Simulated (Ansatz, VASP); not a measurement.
AlP in VASP and in Ansatz

Contents of POSCAR:

```
AlP
1.0
    0.0000000000      2.9711838392      2.9711838392
    2.9711838392      0.0000000000      2.9711838392
    2.9711838392      2.9711838392      0.0000000000
Al P
1 1
Direct
    0.0000000000      0.0000000000      0.0000000000
    0.7500000000      0.7500000000      0.7500000000
```

Contents of INCAR.step1:

```
SYSTEM = AlP
  ALGO = Normal
  EDIFF = 1E-5
  ENCUT = 550
  GGA = PE
  GGA_COMPAT = .FALSE.
  ISMEAR = 0
  LASPH = .TRUE.
  LCHARG = .FALSE.
  LREAL = .FALSE.
  LWAVE = .TRUE.
  NBANDS = 11
  NELM = 120
  PREC = Accurate
  SIGMA = 0.1
```

Contents of INCAR.step2:

```
SYSTEM = AlP
  ALGO = Normal
  EDIFF = 1E-6
  ENCUT = 550
  GGA_COMPAT = .FALSE.
  ISIF = 2
  ISMEAR = 0
  ISTART = 1
  LASPH = .TRUE.
  LCHARG = .FALSE.
  LMIXTAU = .TRUE.
  LREAL = .FALSE.
  LWAVE = .FALSE.
  METAGGA = R2SCAN
  NBANDS = 11
  NELM = 120
  PREC = Accurate
  SIGMA = 0.1
```

The input KPOINTS:

```
k-points
0
G
  4 4 4
  0 0 0
```

Input for Ansatz:

```yaml
crystal:
  lattice:
    - [0.0, 2.9711838392, 2.9711838392]
    - [2.9711838392, 0.0, 2.9711838392]
    - [2.9711838392, 2.9711838392, 0.0]
  atoms:
    - { symbol: Al, position: [0.0, 0.0, 0.0] }
    - { symbol: P, position: [0.75, 0.75, 0.75] }
basis:
  ecutwfc: 500
kpoints:
  mp_grid: { grid: [4, 4, 4] }
hamiltonian:
  xc: r2scan
scf:
  occupations: { method: gaussian, width: 0.1 }
output:
  forces: true
  stress: true
  eigenvalues: true
```

Alike in both runs: task single point; functional r2SCAN; k mesh 4 × 4 × 4; occupations gaussian, width 0.1 eV; no spin polarisation.

|  | VASP | Ansatz |
| --- | --- | --- |
| version | VASP 6.6.1 | Ansatz 0.2.0 |
| potentials or method | VASP PAW PBE potentials, release 64 (Al, P), cutoff 550 eV | scalar-relativistic, plane waves, PAW |
| valence electrons in the cell | 8 | 8 |

Ansatz gave:

* gap on the k mesh at the Fermi level (eV): 1.80
* least direct gap on the mesh (eV): 1.80
* pressure (GPa): -13.1

**Question.** Which values does VASP return?

**Answer.** gap on the k mesh at the Fermi level (eV): 1.79; least direct gap on the mesh (eV): 1.79; pressure (GPa): -13.3.

VASP's potentials were made for PBE, not for r2SCAN. With one functional, cell and mesh, what is left measures potentials, basis and numerics.

The k mesh is coarse, so the values compare programs but aren't converged.
